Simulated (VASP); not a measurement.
Set up this calculation in VASP 6.6.1, as the native input.

```yaml
Task: single point
Functional: PBE
Potentials_or_basis: VASP PAW PBE potentials, release 64 (Sr_sv, Cl)
Cutoff: 520 eV
k_mesh: 6 × 6 × 6
Occupations: gaussian, width 0.05 eV
Spin: no spin polarisation
Dipole_correction: no
Further_INCAR_settings: ALGO = Normal; EDIFF = 1e-06; NBANDS = 19
```

The structure of SrCl2 lies in POSCAR:

```
SrCl2
1.0
    0.0000000000      3.5563794568      3.5563794568
    3.5563794568      0.0000000000      3.5563794568
    3.5563794568      3.5563794568      0.0000000000
Sr Cl
1 2
Direct
    0.0000000000      0.0000000000      0.0000000000
    0.2500000000      0.2500000000      0.2500000000
    0.7500000000      0.7500000000      0.7500000000
```

These files were run (other wordings do the same):

INCAR

```
PREC = Accurate
ENCUT = 520
EDIFF = 1E-6
ISMEAR = 0
SIGMA = 0.05
LREAL = F
LASPH = T
NELM = 80
ALGO = Normal
ISIF = 2
LWAVE = F
LCHARG = F
GGA = PE
NBANDS = 19
```

KPOINTS

```
Automatic mesh
0
Gamma
  6 6 6
```

Potentials or basis: VASP PAW PBE potentials, release 64 (Sr_sv, Cl).

Run with:

```bash
$ cat potpaw_PBE.64/Sr_sv/POTCAR potpaw_PBE.64/Cl/POTCAR > POTCAR
$ mpirun -np 1 vasp_std > vasp.out
```

Results of the run:

```
Pressure               : -0.9 GPa
Band gap on the k mesh : 5.12 eV (least direct gap 5.43 eV)
```

Wall time 40 s on 1 thread of Intel(R) Xeon(R) Platinum 8259CL CPU @ 2.50GHz (Skylake/Cascade Lake) (shared host), peak memory 0.23 GiB.
